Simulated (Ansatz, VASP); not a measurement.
**Al3GaN4: VASP beside Ansatz**

INCAR

```
PREC = Accurate
ENCUT = 520
EDIFF = 1E-6
ISMEAR = 0
SIGMA = 0.05
LREAL = False
LASPH = True
NELM = 80
ALGO = Normal
ISIF = 2
LWAVE = False
LCHARG = True
GGA = PS
LELF = True
LVHAR = True
NBANDS = 31
```

KPOINTS

```
Automatic mesh
0
Gamma
  6 8 4
```

POSCAR

```
Al3GaN4
1.0
    5.0434079713      0.0000000000      0.0001149907
    0.0000000000      3.1300738974      0.0000000000
   -0.0032362569      0.0000000000      5.4179919474
Al Ga N
3 1 4
Direct
    0.5002300423      0.4757753617      0.1673295664
    0.0009207036      0.4859916740      0.8348055932
    0.0010880650     -0.0479221913      0.3316926342
    0.4994217138      0.0435592610      0.6662009016
    0.1111724737     -0.0130296144      0.6663292503
    0.1224543238      0.4544735235      0.1671578647
    0.6251234799      0.5307852401      0.8401923551
    0.6231881979     -0.0230954096      0.3262928345
```

Input for Ansatz:

```yaml
crystal:
  lattice:
    - [5.0434079713, 0.0, 0.0001149907]
    - [0.0, 3.1300738974, 0.0]
    - [-0.0032362569, 0.0, 5.4179919474]
  atoms:
    - { symbol: Al, position: [0.5002300423, 0.4757753617, 0.1673295664] }
    - { symbol: Al, position: [0.0009207036, 0.485991674, 0.8348055932] }
    - { symbol: Al, position: [0.001088065, -0.0479221913, 0.3316926342] }
    - { symbol: Ga, position: [0.4994217138, 0.043559261, 0.6662009016] }
    - { symbol: "N", position: [0.1111724737, -0.0130296144, 0.6663292503] }
    - { symbol: "N", position: [0.1224543238, 0.4544735235, 0.1671578647] }
    - { symbol: "N", position: [0.6251234799, 0.5307852401, 0.8401923551] }
    - { symbol: "N", position: [0.6231881979, -0.0230954096, 0.3262928345] }
basis:
  ecutwfc: 420
kpoints:
  mp_grid: { grid: [6, 8, 4] }
hamiltonian:
  xc: pbesol
scf:
  occupations: { method: gaussian, width: 0.05 }
output:
  forces: true
  stress: true
  eigenvalues: true
```

Change from the starting cell: mode 4 (171.0 1/cm) frozen in, largest displacement +0.150 Å.

Alike in both runs: task single point; functional PBEsol; k mesh 6 × 8 × 4; occupations gaussian, width 0.05 eV; no spin polarisation.

|  | VASP | Ansatz |
| --- | --- | --- |
| version | VASP 6.6.1 | Ansatz 0.2.0 |
| potentials or method | VASP PAW PBE potentials, release 64 (Al, Ga_d, N), cutoff 520 eV | scalar-relativistic, plane waves, PAW |
| valence electrons in the cell | 42 | 42 |

```tsv
	VASP	Ansatz	Ansatz less VASP
gap on the k mesh at the Fermi level (eV)	3.41	3.39	-0.016
least direct gap on the mesh (eV)	3.41	3.39	-0.016
pressure (GPa)	-0.4	-0.3	+0.08
traceless stress, the component that is largest in VASP (GPa)	0.47	0.48	+0.011
rms of the force components (eV/Å)	0.247	0.247	+0.0003
```

VASP's potentials were made for PBE, not for PBEsol. Atom by atom the forces differ by 0.004 eV/Å (rms over components). The functional is the same, so the differences come from potentials, cutoffs and numerics.
